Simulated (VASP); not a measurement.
# BN (Fmm2) in VASP: notebook

Runs on BN. Level: PBEsol. Tasks: vibrations by perturbation theory.

Program: VASP 6.6.1. These are calculated values, not measurements. Logs are shortened: lines on timing, memory, paths and dates and some standing lists are left out, and cuts for length are marked.

### Step 1. The cell of the first run

Symmetry: Fmm2, No. 42, orthorhombic system. The conventional cell has a = 2.493 Å, b = 5.878 Å, c = 4.301 Å, α = 90.00°, β = 90.00°, γ = 90.00°. Within 1.9 Å of B (site symmetry mm2) lie 3 N at 1.44 Å. Within 1.9 Å of N (site symmetry mm2) lie 3 B at 1.44 Å.

### Step 2. Vibrations by perturbation theory, PBEsol

The input, INCAR:

```
SYSTEM = BN
ALGO = Normal
EDIFF = 1E-8
ENCUT = 520
GGA = PS
IBRION = 8
ISIF = 2
ISMEAR = 0
LASPH = .True.
LCHARG = .False.
LEPSILON = .True.
LREAL = .False.
LWAVE = .False.
NBANDS = 11
NELM = 60
NSW = 1
PREC = Accurate
SIGMA = 0.01
```

The input, KPOINTS:

```
k-points
0
Gamma
  12 12 12
  0 0 0
```

The input, POSCAR:

```
BN
1.0
    0.0000000000      2.9389043828      2.1502659109
    1.2467098159      0.0000000000      2.1502659109
    1.2467098159      2.9389043828      0.0000000000
B N
1 1
Direct
    0.0002899017      0.0002899017      0.9997100983
    0.6664100883      0.6664100883      0.3335899117
```

Potentials or basis: VASP PAW PBE potentials, release 64 (B, N).

The run is started by

```bash
> cat potpaw_PBE.64/B/POTCAR potpaw_PBE.64/N/POTCAR > POTCAR
> mpirun -np 1 vasp_std > vasp.out
```

OUTCAR:

```text
SYSTEM = BN
   EDIFF = 1E-8
   ENCUT = 520
   GGA = PS
   IBRION = 8
   ISIF = 2
   ISMEAR = 0
   LASPH = .True.
   LEPSILON = .True.
   LREAL = .False.
   NELM = 60
   NSW = 1
   PREC = Accurate

 ion  position               nearest neighbor table
   1  0.000  0.000  1.000-   2 1.44   2 1.44   2 1.44
   2  0.666  0.666  0.334-   1 1.44   1 1.44   1 1.44

  LATTYP: Found a face centered orthorhombic cell.
 ALAT       =     2.4934196318
 B/A-ratio  =     1.7247525314
 C/A-ratio  =     2.3573283416

  Lattice vectors:

 A1 = (  -0.0000000000,   2.9389043828,   2.1502659109)
 A2 = (  -1.2467098159,   2.9389043828,   0.0000000000)
 A3 = (  -1.2467098159,   0.0000000000,   2.1502659109)

Analysis of symmetry for initial positions (statically):
=====================================================================
 Subroutine PRICEL returns:
 Original cell was already a primitive cell.

 Routine SETGRP: Setting up the symmetry group for a
 face centered orthorhombic supercell.

 Subroutine GETGRP returns: Found  4 space group operations
 (whereof  4 operations were pure point group operations)
 out of a pool of  8 trial point group operations.

The static configuration has the point symmetry C_2v.

Analysis of symmetry for dynamics (positions and initial velocities):
=====================================================================
 Subroutine PRICEL returns:
 Original cell was already a primitive cell.

 Routine SETGRP: Setting up the symmetry group for a
 face centered orthorhombic supercell.

 Subroutine GETGRP returns: Found  4 space group operations
 (whereof  4 operations were pure point group operations)
 out of a pool of  8 trial point group operations.

[... 584 lines left out ...]
 INTERNAL STRAIN TENSOR  FOR ION    2  DIRECTION 3   (eV/Angst):
 -----------------------------------------------------------------------------
   -14.50913  0.00000  0.00000
     0.00000  0.28998  0.00000
     0.00000  0.00000 14.52693

 MACROSCOPIC STATIC DIELECTRIC TENSOR (including local field effects in DFT)
 ------------------------------------------------------
           5.261186     0.000000     0.000000
           0.000000     3.273521     0.000000
           0.000000     0.000000     5.323618
 ------------------------------------------------------

 PIEZOELECTRIC TENSOR (including local field effects)  for field in x, y, z        (e  Angst)
          XX          YY          ZZ          XY          YZ          ZX
  --------------------------------------------------------------------------------
  x     0.00000     0.00000     0.00000     0.00000     0.00000    -1.23295
  y     0.00000     0.00000     0.00000     0.00000    -0.18229     0.00000
  z    -1.21335    -0.06884     1.27205     0.00000     0.00000     0.00000

 PIEZOELECTRIC TENSOR (including local field effects)  for field in x, y, z        (C/m^2)
          XX          YY          ZZ          XY          YZ          ZX
  --------------------------------------------------------------------------------
  x     0.00000     0.00000     0.00000     0.00000     0.00000    -1.25367
  y     0.00000     0.00000     0.00000     0.00000    -0.18535     0.00000
  z    -1.23374    -0.07000     1.29343     0.00000     0.00000     0.00000

 BORN EFFECTIVE CHARGES (including local field effects) (in |e|, cummulative output)
 ---------------------------------------------------------------------------------
 ion    1
    1     2.68910     0.00000     0.00000
    2     0.00000     0.93689     0.00000
    3     0.00000     0.00000     2.67880
 ion    2
    1    -2.68910     0.00000     0.00000
    2     0.00000    -0.93689     0.00000
    3     0.00000     0.00000    -2.67880

 INTERNAL STRAIN TENSOR FOR ION    2 for displacements in x,y,z  (eV/Angst):
          X           Y           Z          XY          YZ          ZX
  --------------------------------------------------------------------------------
  x     0.00000     0.00000     0.00000     0.00000     0.00000   -14.49439
  y     0.00000     0.00000     0.00000     0.00000     0.80178     0.00000
  z   -14.50913     0.28998    14.52693     0.00000     0.00000     0.00000

 SECOND DERIVATIVES (NOT SYMMETRIZED)
 ------------------------------------
               1X          1Y          1Z          2X          2Y          2Z
  1X   -43.801501    0.000000    0.000000   43.801501    0.000000    0.000000
  1Y     0.000000  -11.410458    0.000000    0.000000   11.410458    0.000000
  1Z     0.000000    0.000000  -43.751304    0.000000    0.000000   43.751304
  2X    43.799483    0.000000    0.000000  -43.799483    0.000000    0.000000
  2Y     0.000000   11.412930    0.000000    0.000000  -11.412930    0.000000
  2Z     0.000000    0.000000   43.736405    0.000000    0.000000  -43.736405

 Eigenvectors and eigenvalues of the dynamical matrix
 ----------------------------------------------------

   1 f  =   41.889897 THz   263.201983 2PiTHz 1397.296549 cm-1   173.242614 meV
             X         Y         Z           dx          dy          dz
      1.246710  2.938904  0.001247    -0.751196    0.000000    0.000000
      1.246710  2.938904  2.865918     0.660080    0.000000    0.000000
[... 21 lines left out ...]
   6 f/i=    0.003535 THz     0.022211 2PiTHz    0.117916 cm-1     0.014620 meV
             X         Y         Z           dx          dy          dz
      1.246710  2.938904  0.001247     0.000000    0.000000   -0.660025
      1.246710  2.938904  2.865918     0.000000    0.000000   -0.751244

--------------------------------------------------------------------------------------------------------

 MACROSCOPIC STATIC DIELECTRIC TENSOR IONIC CONTRIBUTION
 ------------------------------------------------------
           1.895957     0.000000     0.000000
           0.000000     0.883318     0.000000
           0.000000     0.000000     1.883898
 ------------------------------------------------------

 ELASTIC MODULI CONTR FROM IONIC RELAXATION (kBar)
 Direction    XX          YY          ZZ          XY          YZ          ZX
 --------------------------------------------------------------------------------
 XX        -488.6561      9.8906    489.4431      0.0000      0.0000     -0.0000
 YY           9.8906     -0.2002     -9.9065      0.0000     -0.0000      0.0000
 ZZ         489.4431     -9.9065   -490.2314      0.0000     -0.0000      0.0000
 XY           0.0000      0.0000      0.0000      0.0000      0.0000      0.0000
 YZ           0.0000     -0.0000     -0.0000      0.0000     -5.5758      0.0000
 ZX          -0.0000      0.0000      0.0000      0.0000      0.0000   -514.7626
 --------------------------------------------------------------------------------

 PIEZOELECTRIC TENSOR IONIC CONTR  for field in x, y, z        (C/m^2)
          XX          YY          ZZ          XY          YZ          ZX
  --------------------------------------------------------------------------------
  x     0.00000    -0.00000    -0.00000     0.00000    -0.00000     0.92959
  y     0.00000    -0.00000    -0.00000     0.00000    -0.06604     0.00000
  z     0.90282    -0.01827    -0.90428     0.00000    -0.00000     0.00000
```

OSZICAR:

```text
N       E                     dE             d eps       ncg     rms          rms(c)
DAV:   1     0.118209285710E+02    0.11821E+02   -0.47845E+03  6264   0.701E+02
DAV:   2    -0.192246058590E+02   -0.31046E+02   -0.29997E+02  7455   0.164E+02
[... 183 lines left out ...]
RMM:   7    -0.236221543548E+00    0.34405E-05    0.30536E-08 10475   0.757E-04    0.600E-05
RMM:   8    -0.236222157329E+00   -0.61378E-06   -0.36388E-09 10555   0.767E-05    0.366E-05
RMM:   9    -0.236221974510E+00    0.18282E-06   -0.21431E-09 10707   0.409E-05    0.422E-06
RMM:  10    -0.236221959269E+00    0.15241E-07    0.10630E-10 10088   0.404E-06    0.232E-06
RMM:  11    -0.236221970004E+00   -0.10735E-07    0.60076E-11  9408   0.299E-06    0.164E-07
RMM:  12    -0.236221971446E+00   -0.14424E-08   -0.11389E-11  6117   0.837E-07    0.573E-08
 Linear response finished
```

It took 5.1 min on 1 thread of Intel Xeon 6975P-C (Granite Rapids), shared host; peak memory 0.35 GiB.

What came out:

```yaml
Electronic_dielectric_tensor_diagonal: 5.26, 3.27, 5.32
Born_charges_mean_of_the_diagonal: B +2.10; N -2.10 e
Highest_phonon_frequency_at_Γ_LO-TO_splitting_left_out: 1397 cm⁻¹
```

Phonon frequencies in cm⁻¹ (negative: imaginary):
```
              q point          frequencies
(0.000, 0.000, 0.000)  0 0 0 713 1396 1397
```

Electronic dielectric tensor:
```
5.26 0.00 0.00
0.00 3.27 0.00
0.00 0.00 5.32
```

Born effective charge tensors (e):
atom 1, B
```
2.69 0.00 0.00
0.00 0.94 0.00
0.00 0.00 2.68
```
atom 2, N
```
-2.69  0.00  0.00
 0.00 -0.94  0.00
 0.00  0.00 -2.68
```

Caveat: the cell stands under pressure or tension, which shifts response properties; the PAW data sets were made with another functional, which shifts forces and pressure a little.

### Step 3. Vibrations by perturbation theory, PBEsol

This run uses another cell than the first one, of 9.69 Å³/atom.

The input, INCAR:

```
  PREC = Accurate
  ENCUT = 520
  EDIFF = 1E-8
  ISMEAR = 0
  SIGMA = 0.01
  LREAL = False
  LASPH = True
  NELM = 100
  ALGO = Normal
  ISIF = 2
  LWAVE = False
  LCHARG = False
  GGA = PS
  IBRION = 8
  NSW = 1
  LEPSILON = True
```

The input, KPOINTS:

```
regular mesh
0
Gamma
  12 12 12
```

The input, POSCAR:

```
BN
1.0
    0.0000000000      3.5696232217      2.1677973122
    1.2524391564      0.0000000000      2.1677973122
    1.2524391564      3.5696232217      0.0000000000
B N
1 1
Direct
    0.0000655587      0.0000655587      0.9999344413
    0.6666344313      0.6666344313      0.3333655687
```

Potentials or basis: VASP PAW PBE potentials, release 64 (B, N).

The run is started by

```bash
> cat potpaw_PBE.64/B/POTCAR potpaw_PBE.64/N/POTCAR > POTCAR
> mpirun -np 1 vasp_std > vasp.out
```

OUTCAR:

```text
PREC = Accurate
   ENCUT = 520
   EDIFF = 1E-8
   ISMEAR = 0
   LREAL = False
   LASPH = True
   NELM = 100
   ISIF = 2
   GGA = PS
   IBRION = 8
   NSW = 1
   LEPSILON = True

 ion  position               nearest neighbor table
   1  0.000  0.000  1.000-   2 1.45   2 1.45   2 1.45
   2  0.667  0.667  0.333-   1 1.45   1 1.45   1 1.45

  LATTYP: Found a face centered orthorhombic cell.
 ALAT       =     2.5048783128
 B/A-ratio  =     1.7308603784
 C/A-ratio  =     2.8501370334

  Lattice vectors:

 A1 = (   0.0000000000,   3.5696232217,   2.1677973122)
 A2 = (  -1.2524391564,   3.5696232217,   0.0000000000)
 A3 = (  -1.2524391564,   0.0000000000,   2.1677973122)

Analysis of symmetry for initial positions (statically):
=====================================================================
 Subroutine PRICEL returns:
 Original cell was already a primitive cell.

[... 579 lines left out ...]
 ------------------------------------
               1X          1Y          1Z          2X          2Y          2Z
  1X   -41.637092    0.000000    0.000000   41.637092    0.000000    0.000000
  1Y     0.000000  -12.976322    0.000000    0.000000   12.976322    0.000000
  1Z     0.000000    0.000000  -41.632738    0.000000    0.000000   41.632738
  2X    41.641246    0.000000    0.000000  -41.641246    0.000000    0.000000
  2Y     0.000000   12.975585    0.000000    0.000000  -12.975585    0.000000
  2Z     0.000000    0.000000   41.620514    0.000000    0.000000  -41.620514

 Eigenvectors and eigenvalues of the dynamical matrix
 ----------------------------------------------------

   1 f  =   40.843108 THz   256.624818 2PiTHz 1362.379447 cm-1   168.913447 meV
             X         Y         Z           dx          dy          dz
      1.252439  3.569623  0.000284     0.751172    0.000000    0.000000
      1.252439  3.569623  2.890257    -0.660107   -0.000000    0.000000
[... 21 lines left out ...]
   6 f/i=    0.002973 THz     0.018682 2PiTHz    0.099179 cm-1     0.012297 meV
             X         Y         Z           dx          dy          dz
      1.252439  3.569623  0.000284     0.000000    0.000000    0.660034
      1.252439  3.569623  2.890257     0.000000    0.000000    0.751236

--------------------------------------------------------------------------------------------------------

 MACROSCOPIC STATIC DIELECTRIC TENSOR IONIC CONTRIBUTION
 ------------------------------------------------------
           1.639463     0.000000     0.000000
           0.000000     0.260060     0.000000
           0.000000     0.000000     1.637613
 ------------------------------------------------------

 ELASTIC MODULI CONTR FROM IONIC RELAXATION (kBar)
 Direction    XX          YY          ZZ          XY          YZ          ZX
 --------------------------------------------------------------------------------
 XX        -336.6096      2.1477    335.7751      0.0000      0.0000      0.0000
 YY           2.1477     -0.0137     -2.1424      0.0000      0.0000      0.0000
 ZZ         335.7751     -2.1424   -334.9426      0.0000      0.0000      0.0000
 XY           0.0000      0.0000      0.0000      0.0000      0.0000      0.0000
 YZ           0.0000      0.0000      0.0000      0.0000     -0.0857      0.0000
 ZX           0.0000      0.0000      0.0000      0.0000      0.0000   -358.1621
 --------------------------------------------------------------------------------

 PIEZOELECTRIC TENSOR IONIC CONTR  for field in x, y, z        (C/m^2)
          XX          YY          ZZ          XY          YZ          ZX
  --------------------------------------------------------------------------------
  x     0.00000     0.00000     0.00000     0.00000     0.00000     0.72105
  y     0.00000     0.00000     0.00000     0.00000    -0.00444     0.00000
  z     0.69862    -0.00446    -0.69689     0.00000     0.00000     0.00000
```

Run time: 6.1 min. Hardware: 1 thread of Intel Xeon 6975P-C (Granite Rapids), shared host; peak memory 0.38 GiB.

Results:

```
Electronic dielectric tensor (diagonal)                 : 4.58, 2.42, 4.59
Born charges (mean of the diagonal)                     : B +2.00; N -2.00 e
Highest phonon frequency at Γ, LO-TO splitting left out : 1362 cm⁻¹
```

Phonon frequencies in cm⁻¹ (negative: imaginary):
```csv
q point,frequencies
"(0.000, 0.000, 0.000)",0 0 0 761 1362 1362
```

Electronic dielectric tensor:
```
4.58 0.00 0.00
0.00 2.42 0.00
0.00 0.00 4.59
```

Born effective charge tensors (e):
atom 1, B
```
2.70 0.00 0.00
0.00 0.60 0.00
0.00 0.00 2.70
```
atom 2, N
```
-2.70  0.00  0.00
 0.00 -0.60  0.00
 0.00  0.00 -2.70
```

Caveat: the PAW data sets were made with another functional, which shifts forces and pressure a little.

### Step 4. Vibrations by perturbation theory, PBEsol

This run uses another cell than the first one, of 6.91 Å³/atom.

The input, INCAR:

```
  PREC = Accurate
  ENCUT = 520
  EDIFF = 1E-8
  ISMEAR = 0
  SIGMA = 0.01
  LREAL = F
  LASPH = T
  NELM = 60
  ALGO = Normal
  ISIF = 2
  LWAVE = F
  LCHARG = F
  GGA = PS
  NBANDS = 11
  IBRION = 8
  NSW = 1
  LEPSILON = T
```

The input, KPOINTS:

```
regular mesh
0
Gamma
  14 14 14
```

The input, POSCAR:

```
BN
1.0
    0.0000000000      2.6316573527      2.1218159422
    1.2373447695      0.0000000000      2.1218159422
    1.2373447695      2.6316573527      0.0000000000
B N
1 1
Direct
    0.0006354131      0.0006354131      0.9993645869
    0.6660645769      0.6660645769      0.3339354231
```

Potentials or basis: VASP PAW PBE potentials, release 64 (B, N).

The run is started by

```bash
> cat potpaw_PBE.64/B/POTCAR potpaw_PBE.64/N/POTCAR > POTCAR
> mpirun -np 1 vasp_std > vasp.out
```

OUTCAR:

```text
PREC = Accurate
   ENCUT = 520
   EDIFF = 1E-8
   ISMEAR = 0
   LREAL = F
   LASPH = T
   NELM = 60
   ISIF = 2
   GGA = PS
   IBRION = 8
   NSW = 1
   LEPSILON = T

 ion  position               nearest neighbor table
   1  0.001  0.001  0.999-   2 1.42   2 1.42   2 1.42
   2  0.666  0.666  0.334-   1 1.42   1 1.42   1 1.42

  LATTYP: Found a face centered orthorhombic cell.
[... 681 lines left out ...]
      1.237345  2.631657  0.002696    -0.751196    0.000000    0.000000
      1.237345  2.631657  2.826533     0.660079    0.000000    0.000000
[... 21 lines left out ...]
   6 f/i=    0.003185 THz     0.020014 2PiTHz    0.106250 cm-1     0.013173 meV
             X         Y         Z           dx          dy          dz
      1.237345  2.631657  0.002696     0.000000   -0.000000   -0.660033
      1.237345  2.631657  2.826533     0.000000   -0.000000   -0.751236

--------------------------------------------------------------------------------------------------------

 MACROSCOPIC STATIC DIELECTRIC TENSOR IONIC CONTRIBUTION
 ------------------------------------------------------
           1.951982    -0.000000     0.000000
          -0.000000     2.283895     0.000000
           0.000000     0.000000     1.930380
 ------------------------------------------------------

 ELASTIC MODULI CONTR FROM IONIC RELAXATION (kBar)
 Direction    XX          YY          ZZ          XY          YZ          ZX
 --------------------------------------------------------------------------------
 XX        -701.6971     19.2002    714.4086      0.0000      0.0000     -0.0000
 YY          19.2002     -0.5254    -19.5480      0.0000     -0.0000      0.0000
 ZZ         714.4086    -19.5480   -727.3504      0.0000     -0.0000      0.0000
 XY           0.0000      0.0000      0.0000      0.0000      0.0000      0.0000
 YZ           0.0000     -0.0000     -0.0000      0.0000    -46.5584     -0.0000
 ZX          -0.0000      0.0000      0.0000      0.0000     -0.0000   -727.1410
 --------------------------------------------------------------------------------

 PIEZOELECTRIC TENSOR IONIC CONTR  for field in x, y, z        (C/m^2)
          XX          YY          ZZ          XY          YZ          ZX
  --------------------------------------------------------------------------------
  x     0.00000    -0.00000    -0.00000     0.00000     0.00000     1.12104
  y     0.00000    -0.00000    -0.00000     0.00000    -0.30684    -0.00000
  z     1.09514    -0.02997    -1.11498     0.00000    -0.00000     0.00000
```

OSZICAR:

```text
N       E                     dE             d eps       ncg     rms          rms(c)
DAV:   1     0.111162915715E+02    0.11116E+02   -0.48754E+03  9643   0.709E+02
DAV:   2    -0.191344256035E+02   -0.30251E+02   -0.29245E+02 11054   0.168E+02
DAV:   3    -0.197320324569E+02   -0.59761E+00   -0.59660E+00 11388   0.207E+01
DAV:   4    -0.197330773441E+02   -0.10449E-02   -0.10449E-02 10187   0.949E-01
[... 189 lines left out ...]
RMM:   7    -0.237191524363E+00    0.34570E-05    0.50565E-09 16337   0.677E-04    0.872E-05
RMM:   8    -0.237191653160E+00   -0.12880E-06   -0.12767E-08 15425   0.963E-05    0.339E-05
RMM:   9    -0.237191522700E+00    0.13046E-06   -0.15113E-08 16644   0.689E-05    0.441E-06
RMM:  10    -0.237191540927E+00   -0.18227E-07   -0.13654E-08 15381   0.350E-05    0.126E-06
RMM:  11    -0.237191544684E+00   -0.37573E-08   -0.13344E-08 14413   0.339E-05    0.147E-07
 Linear response finished
```

stdout:

```text
POSCAR found type information on POSCAR B N
 POSCAR found :  2 types and       2 ions
 scaLAPACK will be used
 -----------------------------------------------------------------------------
|                                                                             |
|                                                                             |
[... 55 lines left out ...]
 first order change of Fermi-energy  -0.18033E-05
 force on displaced ion       2 direction 2 :   0.000  -9.384   0.002
 Born effective charge ion    2 direction 2 :   0.000  -1.279  -0.000
 Linear response progress:
 first order change of Fermi-energy   0.17758E+01
 force on displaced ion       2 direction 3 :   0.000   0.000 -47.340
 Born effective charge ion    2 direction 3 :   0.000   0.000  -2.640
 Born effective charges drift removed
 Linear response finished
```

Run time: 8.6 min. Hardware: 1 thread of Intel Xeon 6975P-C (Granite Rapids), shared host; peak memory 0.44 GiB.

What came out:

| Property | Result |
| --- | --- |
| Electronic dielectric tensor (diagonal) | 5.59, 4.03, 5.69 |
| Born charges (mean of the diagonal) | B +2.19; N -2.19 e |
| Highest phonon frequency at Γ, LO-TO splitting left out | 1454 cm⁻¹ |

Phonon frequencies in cm⁻¹ (negative: imaginary):
| q point | frequencies |
| --- | --- |
| (0.000, 0.000, 0.000) | 0 0 0 647 1453 1454 |

Electronic dielectric tensor:
```
5.59 0.00 0.00
0.00 4.03 0.00
0.00 0.00 5.69
```

Born effective charge tensors (e):
atom 1, B
```
2.66 0.00 0.00
0.00 1.28 0.00
0.00 0.00 2.64
```
atom 2, N
```
-2.66  0.00  0.00
 0.00 -1.28  0.00
 0.00  0.00 -2.64
```

Caveat: the cell stands under pressure or tension, which shifts response properties; the PAW data sets were made with another functional, which shifts forces and pressure a little.
